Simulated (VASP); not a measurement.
# Ir (Pm-3m) in VASP: a series of runs, part 2 of 2

VASP 6.6.1. Earlier steps stand in the parts before.

## 3. Relaxation of cell and atoms, RPBE

This run uses another cell than the first one, of 15.28 Å³/atom, 0.790 times its volume.

Input file INCAR:

```
PREC = Accurate
ENCUT = 600
EDIFF = 1E-6
ISMEAR = -1
SIGMA = 0.1
LREAL = F
LASPH = T
NELM = 60
ALGO = Normal
ISIF = 3
LWAVE = F
LCHARG = F
GGA = RP
IBRION = 2
NSW = 80
EDIFFG = -0.01
```

Input file KPOINTS:

```
regular mesh
0
Gamma
  13 13 13
```

Input file POSCAR:

```
Ir
1.0
    2.4815209647      0.0000000000      0.0000000000
    0.0000000000      2.4815209647      0.0000000000
    0.0000000000      0.0000000000      2.4815209647
Ir
1
Direct
    0.0000000000      0.0000000000      0.0000000000
```

Potentials or basis: VASP PAW PBE potentials, release 64 (Ir).

Launch:

```bash
> cat potpaw_PBE.64/Ir/POTCAR > POTCAR
> mpirun -np 1 vasp_std > vasp.out
```

OUTCAR:

```text
PREC = Accurate
   ENCUT = 600
   EDIFF = 1E-6
   ISMEAR = -1
   LREAL = F
   LASPH = T
   NELM = 60
   ISIF = 3
   GGA = RP
   IBRION = 2
   NSW = 80
   EDIFFG = -0.01

 ion  position               nearest neighbor table
   1  0.000  0.000  0.000-

  LATTYP: Found a simple cubic cell.
 ALAT       =     2.4815209647

  Lattice vectors:

 A1 = (   2.4815209647,   0.0000000000,   0.0000000000)
 A2 = (   0.0000000000,   2.4815209647,   0.0000000000)
 A3 = (   0.0000000000,   0.0000000000,   2.4815209647)

Analysis of symmetry for initial positions (statically):
=====================================================================
 Subroutine PRICEL returns:
 Original cell was already a primitive cell.

 Routine SETGRP: Setting up the symmetry group for a
 simple cubic supercell.

 Subroutine GETGRP returns: Found 48 space group operations
 (whereof 48 operations were pure point group operations)
 out of a pool of 48 trial point group operations.

The static configuration has the point symmetry O_h .

Analysis of symmetry for dynamics (positions and initial velocities):
=====================================================================
 Subroutine PRICEL returns:
 Original cell was already a primitive cell.

 Routine SETGRP: Setting up the symmetry group for a
 simple cubic supercell.

 Subroutine GETGRP returns: Found 48 space group operations
 (whereof 48 operations were pure point group operations)
 out of a pool of 48 trial point group operations.

The dynamic configuration has the point symmetry O_h .

 Subroutine INISYM returns: Found 48 space group operations
 (whereof 48 operations are pure point group operations),
 and found     1 'primitive' translations

----------------------------------------------------------------------------------------

                                     Primitive cell

  volume of cell :      15.2811

  direct lattice vectors                    reciprocal lattice vectors
[... 112 lines left out ...]
   AEXX    =    0.0000 exact exchange contribution
   IVDW    =     0    specifies the selected vdW correction
   LEPSILON=     F    determine dielectric tensor
   LRPA    =     F    only Hartree local field effects (RPA)
 conjugate gradient relaxation of ions
 non-spin polarized calculation
  energy-cutoff  :      600.00
  volume of cell :       15.28
 maximum number of plane-waves:       521
 NGX is ok and might be reduce to    20
   NGX =  9   NGY =  9   NGZ =  9

--------------------------------------- Ionic step        1  -------------------------------------------

 number of electron       9.0000000 magnetization

 Free energy of the ion-electron system (eV)
  ---------------------------------------------------
  ext. energy  EPLUGINS =         0.00000000
  ---------------------------------------------------
  free energy    TOTEN  =        -7.04291651 eV

  energy without entropy =       -6.99518021  energy(sigma->0) =       -7.01904836

------------------------ aborting loop because EDIFF is reached ----------------------------------------

  FORCE on cell =-STRESS in cart. coord.  units (eV):
  Direction    XX          YY          ZZ          XY          YZ          ZX
  --------------------------------------------------------------------------------------
  -------------------------------------------------------------------------------------
  Total        3.6829701      3.6829701      3.6829701      0.0000000      0.0000000      0.0000000
  in kB      386.1490103    386.1490103    386.1490103      0.0000000      0.0000000      0.0000000
  external PRESSURE =     386.1490103 kB  Pullay stress =       0.0000000 kB
[... 22 lines left out ...]
--------------------------------------- Ionic step        2  -------------------------------------------

 number of electron       8.9999999 magnetization

 E-fermi :   3.0259     XC(G=0): -10.5549

 val. band max:        3.0158494210   @ k =   0.2308   0.1538   0.1538
 cond. band min:       3.0372327909   @ k =   0.3846   0.3077   0.3077
 fundamental gap:      0.0213833699
 Fermi energy:         3.0258589581

 k-point     1 :       0.0000    0.0000    0.0000
  band No.  band energies     occupation
      1      -3.0601      2.00000
      2      -0.3325      2.00000
      3      -0.3325      2.00000
      4       3.6340      0.00456
      5       3.6340      0.00456
      6       3.6340      0.00456
      7      16.2054      0.00000
      8      16.2054      0.00000
[... 357 lines left out ...]
--------------------------------------- Ionic step        5  -------------------------------------------

 number of electron       8.9999999 magnetization

 Free energy of the ion-electron system (eV)
  ---------------------------------------------------
  ext. energy  EPLUGINS =         0.00000000
  ---------------------------------------------------
  free energy    TOTEN  =        -7.25592811 eV

  energy without entropy =       -7.19997246  energy(sigma->0) =       -7.22795028

 E-fermi :   7.2419     XC(G=0): -12.5908

 val. band max:        7.2408198683   @ k =   0.2308   0.2308   0.0000
 cond. band min:       7.2476298867   @ k =   0.2308   0.2308   0.0769
 fundamental gap:      0.0068100184
 Fermi energy:         7.2419194686

 k-point     1 :       0.0000    0.0000    0.0000
  band No.  band energies     occupation
      1      -1.6366      2.00000
      2       1.4996      2.00000
      3       1.4996      2.00000
      4       8.5019      0.00001
      5       8.5019      0.00001
      6       8.5019      0.00001
      7      22.7592      0.00000
      8      22.7592      0.00000
[... 281 lines left out ...]
  FREE ENERGIE OF THE ION-ELECTRON SYSTEM (eV)
  ---------------------------------------------------
  free  energy   TOTEN  =        -7.2559281097 eV

  energy  without entropy=       -7.1999724602  energy(sigma->0) =       -7.22795028

 reached required accuracy - stopping structural energy minimisation
```

Wall time 26 s (1 thread of AMD EPYC 7R13 (Zen 3), shared host); peak memory 0.11 GiB.

Results:

```
Free energy                            : -7.2559 eV
Relaxed volume                         : 17.28 Å³/atom
Relaxed cell                           : a = 2.585 Å, b = 2.585 Å, c = 2.585 Å, α = 90.00°, β = 90.00°, γ = 90.00°
Space group after relaxing (to 0.05 Å) : Pm-3m (No. 221)
Energy gained by relaxing              : 213.0 meV/atom
Ionic steps                            : 5
Pressure after relaxing                : 0.0 GPa
```

Step by step:
| step | energy change (eV) | largest force (eV/Å) | pressure (GPa) | volume (Å³) |
| --- | --- | --- | --- | --- |
| 1 | 0.0000 | 0.0000 | 38.61 | 15.28 |
| 2 | 0.9276 | 0.0000 | -31.90 | 24.96 |
| 3 | -0.2082 | 0.0000 | -4.33 | 17.63 |
| 4 | -0.2128 | 0.0000 | -0.85 | 17.35 |
| 5 | -0.2130 | 0.0000 | 0.00 | 17.28 |

Final structure:
```xyz
1
Lattice="2.5854 0.0000 0.0000 0.0000 2.5854 0.0000 0.0000 0.0000 2.5854" Properties=species:S:1:pos:R:3 pbc="T T T"
Ir    0.0000    0.0000    0.0000
```

Levels at points of the mesh, in eV from the Fermi level:
| k point | band 2 | band 3 | band 4 | band 5 | band 6 | band 7 |
| --- | --- | --- | --- | --- | --- | --- |
| (0.00, 0.00, 0.00) | -5.74 | -5.74 | 1.26 | 1.26 | 1.26 | 15.52 |

Caveat: the PAW data sets were made with another functional, which shifts forces and pressure a little; spin-orbit coupling is left out, which moves the levels of the heavy elements.

## 4. Single point, RPBE

This run uses another cell than the first one, of 17.28 Å³/atom, 0.893 times its volume.

Input file INCAR:

```
PREC = Accurate
ENCUT = 520
EDIFF = 1E-7
ISMEAR = -1
SIGMA = 0.1
LREAL = False
LASPH = True
NELM = 80
ALGO = Normal
ISIF = 2
LWAVE = False
LCHARG = False
GGA = RP
NBANDS = 10
```

Input file KPOINTS:

```
regular mesh
0
Gamma
  20 20 20
```

Input file POSCAR:

```
Ir
1.0
    2.5851199748      0.0000000000      0.0000000000
    0.0000000000      2.5851199748      0.0000000000
    0.0000000000      0.0000000000      2.5851199748
Ir
1
Direct
    0.0000000000      0.0000000000      0.0000000000
```

Launch:

```bash
> cat potpaw_PBE.64/Ir/POTCAR > POTCAR
> mpirun -np 1 vasp_std > vasp.out
```

Wall time 25 s (1 thread of AMD EPYC 7R13 (Zen 3), shared host); peak memory 0.14 GiB.

The run converged. Its results:

- Free energy: -7.2575 eV
- Pressure: -0.3 GPa

Levels at points of the mesh, in eV from the Fermi level:
| k point | band 1 | band 2 | band 3 | band 4 | band 5 | band 6 | band 7 | band 8 |
| --- | --- | --- | --- | --- | --- | --- | --- | --- |
| (0.00, 0.00, 0.00) | -8.90 | -5.77 | -5.77 | 1.24 | 1.24 | 1.24 | 15.50 | 15.50 |
| (0.50, 0.00, 0.00) | -6.00 | -5.08 | -1.40 | -1.40 | -0.80 | 1.50 | 5.73 | 16.33 |
| (0.50, 0.50, 0.00) | -6.17 | -4.56 | -0.91 | -0.91 | 3.22 | 4.52 | 4.52 | 11.06 |
| (0.50, 0.50, 0.50) | -4.97 | -4.97 | -4.97 | 3.41 | 3.41 | 9.39 | 10.62 | 10.62 |

Caveat: the PAW data sets were made with another functional, which shifts forces and pressure a little; spin-orbit coupling is left out, which moves the levels of the heavy elements.

## 5. Summary

```csv
task,cell,k mesh,cutoff (eV),gap on the mesh (eV),pressure (GPa)
single point,"a = 2.685 Å, 1 atom",14 × 14 × 14,520,none,-19.7
relaxation of cell and atoms,"relaxed from a = 2.482 Å, 1 atom",13 × 13 × 13,600,none,0.0
single point,"a = 2.585 Å, 1 atom",20 × 20 × 20,520,none,-0.3
```

Alike in all rows: level RPBE; potentials or basis VASP PAW PBE potentials, release 64 (Ir); no spin polarisation; smearing fermi-dirac 0.1 eV.

Caveats: the PAW data sets were made with another functional, which shifts forces and pressure a little; spin-orbit coupling is left out, which moves the levels of the heavy elements.

Absolute energies hang on the potentials; compare differences alone.
